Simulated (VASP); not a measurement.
A run of VASP 6.6.1 is set up as follows.

The input INCAR:

```
PREC     = Accurate       # precision mode
ENCUT    = 520            # plane-wave cutoff, eV
EDIFF    = 1E-6           # SCF threshold, eV
ISMEAR   = 0              # smearing method
SIGMA    = 0.1            # smearing width, eV
LREAL    = F              # projectors in reciprocal space
LASPH    = T              # aspherical terms in the spheres
NELM     = 80             # most SCF steps
ALGO     = Normal         # electronic algorithm
ISIF     = 2              # what is computed and relaxed
LWAVE    = F              # write WAVECAR
LCHARG   = F              # write CHGCAR
GGA      = PE             # functional
NBANDS   = 43             # bands
```

The input KPOINTS:

```
Automatic mesh
0
Gamma
  3 3 4
```

File POSCAR:

```
BiTe3
1.0
    8.5613500481      0.0000000000      0.0000000000
   -4.2806750241      7.4143466324      0.0000000000
    0.0000000000      0.0000000000      4.2643106473
Bi Te
2 6
Direct
    0.6666666667      0.3333333333      0.2500000000
    0.3333333333      0.6666666667      0.7500000000
    0.3437447640      0.1718723820      0.7500000000
    0.8281276180      0.1718723820      0.7500000000
    0.8281276180      0.6562552360      0.7500000000
    0.6562552360      0.8281276180      0.2500000000
    0.1718723820      0.8281276180      0.2500000000
    0.1718723820      0.3437447640      0.2500000000
```

Potentials or basis: VASP PAW PBE potentials, release 64 (Bi_d, Te).

The run is started by

```sh
$ cat potpaw_PBE.64/Bi_d/POTCAR potpaw_PBE.64/Te/POTCAR > POTCAR
$ mpirun -np 1 vasp_std > vasp.out
```

Problem. Estimate the largest force.

Solution. 0.006 eV/Å.

Problem. What does it give for the pressure?

Solution. -0.1 GPa.

Forces on the atoms (eV/Å):
```
Bi   0.000  0.000  0.000
Bi   0.000  0.000  0.000
Te  -0.005 -0.003  0.000
Te   0.005 -0.003  0.000
Te   0.000  0.006  0.000
Te   0.005  0.003  0.000
Te  -0.005  0.003  0.000
Te   0.000 -0.006  0.000
```

Caveat: the k points lie up to 0.37 Å⁻¹ apart.
